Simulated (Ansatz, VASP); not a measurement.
# Two plane-wave programs on Al

The input POSCAR:

```
Al
1.0
    0.0000000000      2.0248050000      2.0248050000
    2.0248050000      0.0000000000      2.0248050000
    2.0248050000      2.0248050000      0.0000000000
Al
1
Direct
    0.0000000000      0.0000000000      0.0000000000
```

The input INCAR.step1:

```
PREC = Accurate
ENCUT = 600
ISMEAR = -1
SIGMA = 0.05
LREAL = False
LASPH = True
NELM = 80
GGA = PE
ALGO = Normal
EDIFF = 1E-4
LWAVE = True
LCHARG = False
```

The input INCAR.step2:

```
PREC = Accurate
ENCUT = 600
EDIFF = 1E-6
ISMEAR = -1
SIGMA = 0.05
LREAL = False
LASPH = True
NELM = 80
ALGO = Normal
ISIF = 3
LWAVE = False
LCHARG = False
METAGGA = R2SCAN
LMIXTAU = True
IVDW = 13
VDW_S6 = 1.0
VDW_S8 = 0.6018749
VDW_A1 = 0.51559235
VDW_A2 = 5.77342911
IBRION = 2
NSW = 60
EDIFFG = -0.01
ISTART = 1
```

File KPOINTS:

```
regular mesh
0
Gamma
  11 11 11
```

File input.yaml:

```yaml
crystal:
  lattice:
    - [0.0, 2.024805, 2.024805]
    - [2.024805, 0.0, 2.024805]
    - [2.024805, 2.024805, 0.0]
  atoms:
    - { symbol: Al, position: [0.0, 0.0, 0.0] }
hamiltonian:
  xc: r2scan
  pseudopotentials: { kind: paw }
  dispersion: d4
kpoints:
  mp_grid: { grid: [11, 11, 11] }
scf:
  occupations: { method: fermi_dirac, width: 0.05 }
output:
  forces: true
  stress: true
relax:
  f_tol: 0.01
  max_steps: 40
  cell: { stress_tol: 0.05 }
```

Alike in both runs: task relaxation of cell and atoms; functional r2SCAN; dispersion D4; k mesh 11 × 11 × 11; occupations fermi-dirac, width 0.05 eV; no spin polarisation.

```csv
,VASP,Ansatz
version,VASP 6.6.1,Ansatz 0.2.0
potentials or method,"VASP PAW PBE potentials, release 64 (Al)",Ansatz PAW
plane-wave cutoff (eV),600,500
valence electrons in the cell,3,3
```

Ansatz gave:

```
relaxed volume (Å³/atom)                                     : 15.76
relaxed cell length with the largest relative difference (Å) : 2.814
```

Q: What did VASP give for the same quantities?

A: Relaxed volume (Å³/atom): 15.70; relaxed cell length with the largest relative difference (Å): 2.810.

VASP's potentials were made for PBE, not for r2SCAN.

Noted on Ansatz's run: the plane-wave basis is chosen anew once the cell has moved, so the energies of steps on either side of that aren't comparable.
